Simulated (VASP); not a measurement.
Wanted: the native input for a VASP 6.6.1 run.

```yaml
Task: relaxation of cell and atoms
Functional: PBE
Potentials_or_basis: VASP PAW PBE potentials, release 64 (Fe, O)
Cutoff: 600 eV
k_mesh: 6 × 6 × 4
Occupations: gaussian, width 0.1 eV
Spin: collinear spin, ferromagnetic start
Starting_moments: "[3.53, 3.53, 0.35, 0.35] μB"
Dipole_correction: no
Further_INCAR_settings: ALGO = Normal; EDIFF = 1e-07; IBRION = 2; EDIFFG = -0.04; NSW = 90; ISIF = 3
```

The structure of FeO lies in POSCAR:

```
FeO
1.0
    3.1802776968      0.0000000000      0.0000000000
   -1.5901388484      2.7542012765      0.0000000000
    0.0000000000      0.0000000000      5.0931050588
Fe O
2 2
Direct
    0.3333333333      0.6666666667      0.0000000000
    0.6666666667      0.3333333333      0.5000000000
    0.3333333333      0.6666666667      0.3821000000
    0.6666666667      0.3333333333      0.8821000000
```

One way to write it, as run:

INCAR

```
SYSTEM = FeO
ALGO = Normal
EDIFF = 1E-7
EDIFFG = -0.04
ENCUT = 600
GGA = PE
IBRION = 2
ISIF = 3
ISMEAR = 0
ISPIN = 2
LASPH = .TRUE.
LCHARG = .FALSE.
LMAXMIX = 4
LORBIT = 11
LREAL = .FALSE.
LWAVE = .FALSE.
MAGMOM = 3.53 3.53 0.35 0.35
NELM = 150
NSW = 90
PREC = Accurate
SIGMA = 0.1
```

KPOINTS

```
k-points
0
G
  6 6 4
  0 0 0
```

Potentials or basis: VASP PAW PBE potentials, release 64 (Fe, O).

Launch:

```sh
$ cat potpaw_PBE.64/Fe/POTCAR potpaw_PBE.64/O/POTCAR > POTCAR
$ mpirun -np 1 vasp_std > vasp.out
```

It gave:

```yaml
Relaxed_volume: 11.94 Å³/atom
Relaxed_cell: a = 3.107 Å, b = 3.107 Å, c = 5.714 Å, α = 90.00°, β = 90.00°, γ = 120.00°
Space_group_after_relaxing_to_0.1_Å: P6_3mc (No. 186)
Energy_gained_by_relaxing: 86.2 meV/atom
Ionic_steps: 17
Pressure_after_relaxing: -0.2 GPa
Largest_force_after_relaxing: 0.036 eV/Å
Band_gap_on_the_k_mesh: zero (filled and empty bands overlap)
Net_moment: 8.00 μB per cell
Site_moments: Fe +3.58; O +0.31 μB
Valence_electrons_inside_the_program's_atomic_spheres: Fe 6.84; O 5.00
```

Caveat: the k points lie up to 0.39 Å⁻¹ apart in the final cell; semilocal functionals often make such compounds metallic where correlation or magnetic order opens a gap, which also shifts bond lengths; only a ferromagnetic start was run, and an antiferromagnetic order may lie lower in energy.

Run time: 8.1 min on 1 thread of Intel(R) Xeon(R) Platinum 8488C (Sapphire Rapids) (shared host), peak memory 0.23 GiB.
